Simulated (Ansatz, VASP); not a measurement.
# One calculation of SiO2, two programs

```xyz
12
Lattice="6.1035 0.0000 0.0000 0.0000 6.1035 0.0000 0.0000 0.0000 4.7645" Properties=species:S:1:pos:R:3 pbc="T T T"
Si    2.1140    0.0000    3.5734
Si    3.9895    0.0000    1.1911
Si    0.0000    2.1140    0.0000
Si    0.0000    3.9895    2.3823
O     3.0517    0.6009    2.3823
O     3.0517   -0.6009    0.0000
O     1.1975    1.1975    4.1690
O     1.1975    4.9059    2.9778
O     4.9059    1.1975    0.5956
O     4.9059    4.9059    1.7867
O    -0.6009    3.0517    3.5734
O     0.6009    3.0517    1.1911
```

Alike in both runs: functional PBE; k mesh 4 × 4 × 4; occupations gaussian, width 0.1 eV; no spin polarisation.

Ansatz relaxed the structure, and its values are those at the end. VASP's run is a single point on that final structure, the one shown.

```csv
,VASP,Ansatz
version,VASP 6.6.1,Ansatz 0.2.0
potentials or method,"VASP PAW PBE potentials, release 64 (Si, O), cutoff 520 eV","scalar-relativistic, plane waves, PAW"
valence electrons in the cell,64,64
```

|  | VASP | Ansatz | Ansatz less VASP |
| --- | --- | --- | --- |
| gap on the k mesh at the Fermi level (eV) | 5.51 | 5.51 | 0.000 |
| least direct gap on the mesh (eV) | 5.51 | 5.51 | 0.000 |
| pressure (GPa) | -0.1 | -0.2 | -0.09 |
| rms of the force components (eV/Å) | 0.011 | 0.008 | -0.0026 |

The functional is the same, so the differences come from potentials, cutoffs and numerics.
